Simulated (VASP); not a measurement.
Input of a VASP 6.6.1 run:

Contents of INCAR:

```
PREC = Accurate ; ENCUT = 520
EDIFF = 1E-6 ; ISMEAR = 0
SIGMA = 0.05 ; LREAL = F
LASPH = T ; NELM = 60
ALGO = Normal ; ISIF = 2
LWAVE = F ; LCHARG = T
GGA = PE ; LELF = T
LVHAR = T ; NBANDS = 15
```

KPOINTS

```
Automatic mesh
0
Gamma
  6 6 6
```

POSCAR

```
KBr
1.0
    0.0000000000      3.3336562500      3.3336562500
    3.2925000000      0.0411562500      3.2925000000
    3.2925000000      3.2925000000      0.0411562500
K Br
1 1
Direct
    0.0000000000      0.0000000000      0.0000000000
    0.5000000000      0.5000000000      0.5000000000
```

Potentials or basis: VASP PAW PBE potentials, release 64 (K_sv, Br).

Command:

```console
$ cat potpaw_PBE.64/K_sv/POTCAR potpaw_PBE.64/Br/POTCAR > POTCAR
$ mpirun -np 1 vasp_std > vasp.out
```

(1) Estimate the pressure.

(2) Predict the band gap on the k mesh.

Answers

(1) 0.9 GPa.

(2) 4.42 eV, direct.

Caveat: the cell differs from its parent crystal (strain +0.0250 x Voigt [0, 0, 0, 1, 0, 0]).
